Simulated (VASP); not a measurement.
# BaTiO3 (Cm) in VASP: further runs

Runs on BaTiO3. Level: PBE. Tasks: single point.

Everything below comes from runs of VASP 6.6.1. Logs are shortened: lines on timing, memory, paths and dates and some standing lists are left out, and cuts for length are marked.

### Step 1. The cell of the first run

Symmetry: Cm, No. 8, monoclinic system. The conventional cell has a = 5.757 Å, b = 5.726 Å, c = 12.429 Å, α = 90.00°, β = 90.42°, γ = 90.00°. Within 3.7 Å of Ba (site symmetry m) lie 12 O at 2.78 to 3.04 Å and 7 Ti at 3.43 to 3.70 Å. Within 3.7 Å of Ba (site symmetry m) lie 12 O at 2.78 to 2.98 Å and 8 Ti at 3.43 to 3.64 Å. Within 3.7 Å of Ba (site symmetry m) lie 12 O at 2.78 to 2.98 Å and 8 Ti at 3.43 to 3.64 Å. Ti (site symmetry m) has 6 O at 1.87 to 2.46 Å within 2.5 Å. Ti (site symmetry m) has 6 O at 1.87 to 2.21 Å within 2.5 Å. Ti (site symmetry m) has 6 O at 1.87 to 2.21 Å within 2.5 Å. Within 2.5 Å of O (site symmetry 1) lie 2 Ti at 1.87 to 2.21 Å. Within 2.5 Å of O (site symmetry 1) lie 2 Ti at 1.87 to 2.21 Å.

### Step 2. Single point, PBE

File INCAR:

```
PREC = Accurate
ENCUT = 520
EDIFF = 1E-6
ISMEAR = 0
SIGMA = 0.05
LREAL = Auto
LASPH = True
NELM = 60
ALGO = Normal
ISIF = 2
LWAVE = False
LCHARG = False
GGA = PE
NBANDS = 73
```

File KPOINTS:

```
Automatic mesh
0
Gamma
  6 6 2
```

File POSCAR:

```
BaTiO3
1.0
    2.8630706609     -1.6529946168     -2.3563003513
    0.0000000000      3.3059892335     -2.3563003513
    8.7664541377      5.0613146563      7.2124755107
Ba Ti O
3 3 9
Direct
    0.9947529401      0.9947529401      0.9009083805
    0.9949650660      0.9949650660      0.2476512525
    0.9948590031      0.9948590031      0.5742798165
    0.4807835884      0.4807835884      0.0889858747
    0.4806775254      0.4806775254      0.4156144387
    0.4805714625      0.4805714625      0.7422430027
    0.5115805215      0.0222041012      0.0789277834
    0.5114744586      0.0220980383      0.4055563474
    0.5113683957      0.0219919754      0.7321849114
    0.0222041012      0.5115805215      0.0789277834
    0.0220980383      0.5114744586      0.4055563474
    0.0219919754      0.5113683957      0.7321849114
    0.5115286168      0.5115286168      0.2387721008
    0.5114225539      0.5114225539      0.5654006649
    0.5113164910      0.5113164910      0.8920292289
```

Potentials or basis: VASP PAW PBE potentials, release 64 (Ba_sv, Ti_sv, O).

Command:

```
$ cat potpaw_PBE.64/Ba_sv/POTCAR potpaw_PBE.64/Ti_sv/POTCAR potpaw_PBE.64/O/POTCAR > POTCAR
$ mpirun -np 1 vasp_std > vasp.out
```

OUTCAR:

```text
PREC = Accurate
   ENCUT = 520
   EDIFF = 1E-6
   ISMEAR = 0
   LREAL = Auto
   LASPH = True
   NELM = 60
   ISIF = 2
   GGA = PE

 ion  position               nearest neighbor table
   1  0.995  0.995  0.901-  15 2.78  12 2.87   9 2.87  15 2.87  15 2.87  10 2.97   7 2.97  15 2.98
                            12 2.98   9 2.98  10 3.04   7 3.04   6 3.43   6 3.48   6 3.48   6 3.54
   2  0.995  0.995  0.248-  11 2.78   8 2.78  13 2.78  11 2.87   8 2.87  13 2.87  13 2.87  10 2.87
                             7 2.87  13 2.98  10 2.98   7 2.98   4 3.43   5 3.48   4 3.48   4 3.48
   3  0.995  0.995  0.574-  12 2.78   9 2.78  14 2.78  12 2.87   9 2.87  14 2.87  14 2.87  11 2.87
                             8 2.87  14 2.98  11 2.98   8 2.98   5 3.43   6 3.48   5 3.48   5 3.48
   4  0.481  0.481  0.089-  13 1.87   7 1.87  10 1.87   7 2.21  10 2.21   2 3.43   2 3.48   2 3.48
                             2 3.54   1 3.63   1 3.70   1 3.70   1 3.78
   5  0.481  0.481  0.416-   8 1.87  11 1.87  14 1.87   8 2.21  11 2.21  13 2.21   3 3.43   2 3.48
                             3 3.48   3 3.48   2 3.54   2 3.54   3 3.54   2 3.64
   6  0.481  0.481  0.742-   9 1.87  12 1.87  15 1.87  14 2.21   9 2.21  12 2.21   1 3.43   3 3.48
                             1 3.48   1 3.48   1 3.54   3 3.54   3 3.54   3 3.64
   7  0.512  0.022  0.079-   4 1.87   4 2.21   2 2.87   1 2.97   2 2.98   1 3.04
   8  0.511  0.022  0.406-   5 1.87   5 2.21   2 2.78   2 2.87   3 2.87   3 2.98
   9  0.511  0.022  0.732-   6 1.87   6 2.21   3 2.78   3 2.87   1 2.87   1 2.98
  10  0.022  0.512  0.079-   4 1.87   4 2.21   2 2.87   1 2.97   2 2.98   1 3.04
  11  0.022  0.511  0.406-   5 1.87   5 2.21   2 2.78   2 2.87   3 2.87   3 2.98
  12  0.022  0.511  0.732-   6 1.87   6 2.21   3 2.78   3 2.87   1 2.87   1 2.98
  13  0.512  0.512  0.239-   4 1.87   5 2.21   2 2.78   2 2.87   2 2.87   2 2.98
  14  0.511  0.511  0.565-   5 1.87   6 2.21   3 2.78   3 2.87   3 2.87   3 2.98
  15  0.511  0.511  0.892-   6 1.87   1 2.78   1 2.87   1 2.87   1 2.98

  LATTYP: Found a base centered monoclinic cell.
 ALAT       =     5.7565762563
 B/A-ratio  =     0.9947130146
 C/A-ratio  =     2.1591474825
 COS(beta)  =    -0.0073265157

  Lattice vectors:

 A1 = (   2.8630706609,  -1.6529946168,  -2.3563003513)
 A2 = (   0.0000000000,   3.3059892335,  -2.3563003513)
 A3 = (   8.7664541377,   5.0613146563,   7.2124755107)

Analysis of symmetry for initial positions (statically):
=====================================================================
 Subroutine PRICEL returns:
 Original cell was already a primitive cell.

 Routine SETGRP: Setting up the symmetry group for a
 base centered monoclinic supercell.

 Subroutine GETGRP returns: Found  2 space group operations
 (whereof  2 operations were pure point group operations)
 out of a pool of  4 trial point group operations.

The static configuration has the point symmetry C_1h.

Analysis of symmetry for dynamics (positions and initial velocities):
=====================================================================
 Subroutine PRICEL returns:
 Original cell was already a primitive cell.

 Routine SETGRP: Setting up the symmetry group for a
 base centered monoclinic supercell.

 Subroutine GETGRP returns: Found  2 space group operations
 (whereof  2 operations were pure point group operations)
 out of a pool of  4 trial point group operations.

The dynamic configuration has the point symmetry C_1h.

 Subroutine INISYM returns: Found  2 space group operations
 (whereof  2 operations are pure point group operations),
 and found     1 'primitive' translations

----------------------------------------------------------------------------------------

                                     Primitive cell

  volume of cell :     204.8478

  direct lattice vectors                    reciprocal lattice vectors
     2.863070661 -1.652994617 -2.356300351     0.174619151 -0.100837802 -0.141479709
     0.000000000  3.305989234 -2.356300351    -0.000018523  0.201643522 -0.141479709
     8.766454138  5.061314656  7.212475511     0.057041653  0.032933013  0.046206413

  length of vectors
     4.059767993  4.059767993 12.429297132     0.246326244  0.246326244  0.080457232

  position of ions in fractional coordinates (direct lattice)
[... 47 lines left out ...]
     0.028520826  0.016466507  0.023103207     0.000000000 -0.000000000  0.500000000

  Length of vectors
     0.041054374  0.041054374  0.040228616

  Shift w.r.t. Gamma in fractional coordinates (k-lattice)
     0.000000000  0.000000000  0.000000000

 Subroutine IBZKPT returns following result:
 ===========================================

 Found     26 irreducible k-points:

 Following reciprocal coordinates:
            Coordinates               Weight
  0.000000  0.000000  0.000000      1.000000
  0.166667  0.000000  0.000000      4.000000
  0.333333  0.000000  0.000000      4.000000
  0.500000  0.000000  0.000000      2.000000
  0.166667  0.166667  0.000000      2.000000
  0.333333  0.166667  0.000000      4.000000
[... 16 lines left out ...]
  0.333333  0.333333  0.500000      2.000000
  0.500000  0.333333  0.500000      4.000000
 [... further k-points ...]
   k-points           NKPTS =     26   k-points in BZ     NKDIM =     26   number of bands    NBANDS=     73
   number of dos      NEDOS =    301   number of ions     NIONS =     15
   total plane-waves  NPLWV =  86400
   dimension x,y,z NGX =    30 NGY =   30 NGZ =   96
   dimension x,y,z NGXF=    60 NGYF=   60 NGZF=  192
   ions per type =               3   3   9
   NGX,Y,Z   is equivalent  to a cutoff of  12.28, 12.28, 12.84 a.u.
   NGXF,Y,Z  is equivalent  to a cutoff of  24.57, 24.57, 25.68 a.u.
 SYSTEM =  unknown system
   PREC   = accura    normal or accurate (medium, high low for compatibility)
   ISTART =      0    job   : 0-new  1-cont  2-samecut
   ICHARG =      2    charge: 1-file 2-atom 10-const
   ISPIN  =      1    spin polarized calculation?
   LNONCOLLINEAR =      F non collinear calculations
   LSORBIT =      F    spin-orbit coupling
   LASPH  =      T    aspherical Exc in radial PAW
   ENCUT  =  520.0 eV  38.22 Ry    6.18 a.u.   7.55  7.55 23.11*2*pi/ulx,y,z
   NELM   =     60;   NELMIN=  2; NELMDL= -5     # of ELM steps
   EDIFF  = 0.1E-05   stopping-criterion for ELM
   LREAL  =      T    real-space projection
   EDIFFG = 0.1E-04   stopping-criterion for IOM
   NSW    =      0    number of steps for IOM
   IBRION =     -1    ionic relax: 0-MD 1-quasi-New 2-CG
   NFREE  =      0    steps in history (QN), initial steepest desc. (CG)
   ISIF   =      2    stress and relaxation
   ISYM   =      2    0-nonsym 1-usesym 2-fastsym
   POTIM  = 0.5000    time-step for ionic-motion
   TEBEG  =    0.0;   TEEND  =   0.0 temperature during run
   PSTRESS=    0.0 pullay stress
   NELECT =     120.0000    total number of electrons
   NUPDOWN=      -1.0000    fix difference up-down
   EMIN   =  10.00;   EMAX   =-10.00  energy-range for DOS
   EFERMI =   0.00;   METHOD = LEGACY
   ISMEAR =     0;   SIGMA  =   0.05  broadening in eV -4-tet -1-fermi 0-gaus
   EFERMI_NEDOS =   21; number of points for ismear=-14 and -15
   IALGO  =     38    algorithm
   IMIX   =      4    mixing-type and parameters
     AMIX     =   0.40;   BMIX     =  1.00
     AMIX_MAG =   1.60;   BMIX_MAG =  1.00
  volume/ion in A,a.u.               =      13.66        92.16
  Fermi-wavevector in a.u.,A,eV,Ry     =   1.369803  2.588553 25.529437  1.876361
  Thomas-Fermi vector in A             =   2.495646
   LORBIT       =      0    0 simple, 1 ext, 2 COOP (PROOUT), +10 PAW based schemes
   GGA     = PE    functional components
   LHFCALC =     F    Hartree Fock is set to
   AEXX    =    0.0000 exact exchange contribution
   IVDW    =     0    specifies the selected vdW correction
   LEPSILON=     F    determine dielectric tensor
   LRPA    =     F    only Hartree local field effects (RPA)
 non-spin polarized calculation
 Gauss-broadening in eV      SIGMA  =   0.05
  energy-cutoff  :      520.00
  volume of cell :      204.85
 maximum number of plane-waves:      5555
   NGX = 15   NGY = 15   NGZ = 47

 number of electron     120.0000033 magnetization

 Free energy of the ion-electron system (eV)
  ---------------------------------------------------
  ext. energy  EPLUGINS =         0.00000000
  ---------------------------------------------------
  free energy    TOTEN  =      -120.06104020 eV

  energy without entropy =     -120.06104020  energy(sigma->0) =     -120.06104020

 E-fermi :   3.7480     XC(G=0): -10.8936

 val. band max:        3.4525504259   @ k =   0.5000   0.5000   0.0000
 cond. band min:       5.8728543309   @ k =   0.0000   0.0000   0.0000
 fundamental gap:      2.4203039050
 Fermi energy:         3.7479847794

 k-point     1 :       0.0000    0.0000    0.0000
  band No.  band energies     occupation
      1     -53.0522      2.00000
      2     -53.0357      2.00000
      3     -52.9832      2.00000
      4     -29.3624      2.00000
      5     -29.3140      2.00000
      6     -29.2893      2.00000
[... 1789 lines left out ...]
     71       8.8571      0.00000
     72       9.4672      0.00000

 [... further k-points ...]

 [bands above 72 left out]

------------------------ aborting loop because EDIFF is reached ----------------------------------------

  FORCE on cell =-STRESS in cart. coord.  units (eV):
  Direction    XX          YY          ZZ          XY          YZ          ZX
  --------------------------------------------------------------------------------------
  -------------------------------------------------------------------------------------
  Total       -0.6188630     -0.0055823     -0.3048991     -0.5311166     -0.3963099     -0.6864301
  in kB       -4.8403175     -0.0436612     -2.3847092     -4.1540262     -3.0996617     -5.3687809
  external PRESSURE =      -2.4228959 kB  Pullay stress =       0.0000000 kB

 VOLUME and BASIS-vectors are now :
 -----------------------------------------------------------------------------
  energy-cutoff  :      520.00
  volume of cell :      204.85
      direct lattice vectors                 reciprocal lattice vectors
     2.863070661 -1.652994617 -2.356300351     0.174619151 -0.100837802 -0.141479709
     0.000000000  3.305989234 -2.356300351    -0.000018523  0.201643522 -0.141479709
     8.766454138  5.061314656  7.212475511     0.057041653  0.032933013  0.046206413

 POSITION                                       TOTAL-FORCE (eV/Angst)
 -----------------------------------------------------------------------------------
     10.74582      6.20410      1.80991         0.435193      0.251259      0.351598
      5.01968      2.89811     -2.90269        -0.141660     -0.081787     -0.160895
      7.88275      4.55111     -0.54639        -0.009648     -0.005570     -0.047460
      2.15661      1.24512     -1.62393         0.111803      0.064549      0.085432
      5.01968      2.89811      0.73237         0.052542      0.030335     -0.035768
      7.88275      4.55111      3.08867         0.221356      0.127800     -0.006846
      2.15661     -0.37275     -0.68849        -0.250444     -0.156851     -0.270247
      5.01968      1.28024      1.66781         0.001106     -0.042077      0.046890
      7.88275      2.93323      4.02411         0.023077     -0.078382      0.091043
      0.75549      2.05405     -0.68849        -0.261059     -0.138466     -0.270247
      3.61856      3.70705      1.66781        -0.035886      0.021996      0.046890
      6.48163      5.36004      4.02411        -0.056342      0.059176      0.091043
      3.55773      2.05405     -0.68849        -0.179906     -0.103869     -0.062092
      6.42080      3.70705      1.66781        -0.019794     -0.011428      0.002614
      9.28387      5.36004      4.02411         0.109662      0.063314      0.138044
 -----------------------------------------------------------------------------------
    total drift:                                0.019282      0.011132     -0.018804

  FREE ENERGIE OF THE ION-ELECTRON SYSTEM (eV)
  ---------------------------------------------------
  free  energy   TOTEN  =      -120.0610401993 eV

  energy  without entropy=     -120.0610401993  energy(sigma->0) =     -120.06104020
```

Wall time 15 min (1 thread of Intel Xeon Platinum 8488C (Sapphire Rapids), shared host); peak memory 0.42 GiB.

What came out:

```
Free energy            : -120.0610 eV
Pressure               : -0.2 GPa
Largest force          : 0.613 eV/Å
Band gap on the k mesh : 2.42 eV
```

Forces on the atoms (eV/Å):
```
Ba   0.435  0.251  0.352
Ba  -0.142 -0.082 -0.161
Ba  -0.010 -0.006 -0.047
Ti   0.112  0.065  0.085
Ti   0.053  0.030 -0.036
Ti   0.221  0.128 -0.007
O   -0.250 -0.157 -0.270
O    0.001 -0.042  0.047
O    0.023 -0.078  0.091
O   -0.261 -0.138 -0.270
O   -0.036  0.022  0.047
O   -0.056  0.059  0.091
O   -0.180 -0.104 -0.062
O   -0.020 -0.011  0.003
O    0.110  0.063  0.138
```

Stress tensor (GPa, compression positive):
```
-0.48 -0.42 -0.54
-0.42  0.00 -0.31
-0.54 -0.31 -0.24
```

Caveat: spin-orbit coupling is left out, which moves the levels of the heavy elements.

### Step 3. Single point, PBE

This run uses another cell than the first one, of 13.93 Å³/atom, 1.020 times its volume.

File INCAR:

```
PREC     = Accurate       # precision mode
ENCUT    = 520            # plane-wave cutoff, eV
EDIFF    = 1E-6           # SCF threshold, eV
ISMEAR   = 0              # smearing method
SIGMA    = 0.05           # smearing width, eV
LREAL    = Auto         
LASPH    = T              # aspherical terms in the spheres
NELM     = 100            # most SCF steps
ALGO     = Normal         # electronic algorithm
ISIF     = 2              # what is computed and relaxed
LWAVE    = F              # write WAVECAR
LCHARG   = F              # write CHGCAR
GGA      = PE             # functional
NBANDS   = 73             # bands
```

File KPOINTS:

```
regular mesh
0
Gamma
  6 6 2
```

File POSCAR:

```
BaTiO3
1.0
    2.8630706609     -1.6529946168     -2.3563003513
    0.0000000000      3.3059892335     -2.3563003513
    8.9436962928      5.1636454622      7.3560499674
Ba Ti O
3 3 9
Direct
    0.9944719334      0.9944719334      0.8831445393
    0.9948878199      0.9948878199      0.2427681394
    0.9946798767      0.9946798767      0.5629563393
    0.4807558324      0.4807558324      0.0872312779
    0.4805478891      0.4805478891      0.4074194778
    0.4803399459      0.4803399459      0.7276076778
    0.5115559028      0.0221794825      0.0773715090
    0.5113479596      0.0219715393      0.3975597090
    0.5111400163      0.0217635960      0.7177479090
    0.0221794825      0.5115559028      0.0773715090
    0.0219715393      0.5113479596      0.3975597090
    0.0217635960      0.5111400163      0.7177479090
    0.5114541403      0.5114541403      0.2340640642
    0.5112461971      0.5112461971      0.5542522641
    0.5110382538      0.5110382538      0.8744404641
```

Potentials or basis: VASP PAW PBE potentials, release 64 (Ba_sv, Ti_sv, O).

Command:

```
$ cat potpaw_PBE.64/Ba_sv/POTCAR potpaw_PBE.64/Ti_sv/POTCAR potpaw_PBE.64/O/POTCAR > POTCAR
$ mpirun -np 1 vasp_std > vasp.out
```

Wall time 15 min (1 thread of Intel Xeon Platinum 8488C (Sapphire Rapids), shared host); peak memory 0.42 GiB.

The run converged. Its results:

```yaml
Free_energy: -119.8039 eV
Pressure: -1.2 GPa
Largest_force: 0.871 eV/Å
Band_gap_on_the_k_mesh: 2.22 eV, indirect (least direct gap 2.99 eV)
```

Forces in eV/Å, atoms in the order of the input:
```
Ba   0.610  0.352  0.513
Ba  -0.254 -0.147 -0.255
Ba  -0.038 -0.022 -0.069
Ti   0.350  0.202  0.378
Ti   0.045  0.026 -0.040
Ti   0.320  0.185  0.012
O   -0.384 -0.212 -0.436
O    0.015 -0.027  0.058
O    0.064 -0.096  0.137
O   -0.375 -0.226 -0.436
O   -0.016  0.027  0.058
O   -0.051  0.103  0.137
O   -0.275 -0.159 -0.092
O   -0.016 -0.009  0.002
O    0.004  0.002  0.035
```

Stress tensor (GPa, compression positive):
```
-1.52 -0.55 -0.63
-0.55 -0.89 -0.36
-0.63 -0.36 -1.06
```

Levels at points of the mesh, in eV from the valence-band top:
```csv
k point,band 58,band 59,band 60,band 61,band 62,band 63
"(0.00, 0.00, 0.00)",-1.05,-1.00,-0.85,2.22,2.29,2.30
"(0.50, 0.00, 0.00)",-1.23,-0.75,-0.64,2.40,2.93,3.16
"(0.50, 0.50, 0.00)",-0.52,-0.44,0.00,3.41,3.50,3.57
"(0.00, 0.00, 0.50)",-1.03,-0.98,-0.85,2.23,2.25,2.37
"(0.50, 0.00, 0.50)",-1.19,-1.07,-0.53,2.45,2.69,3.31
"(0.50, 0.50, 0.50)",-0.45,-0.43,0.00,3.37,3.52,3.53
```

Caveat: spin-orbit coupling is left out, which moves the levels of the heavy elements.
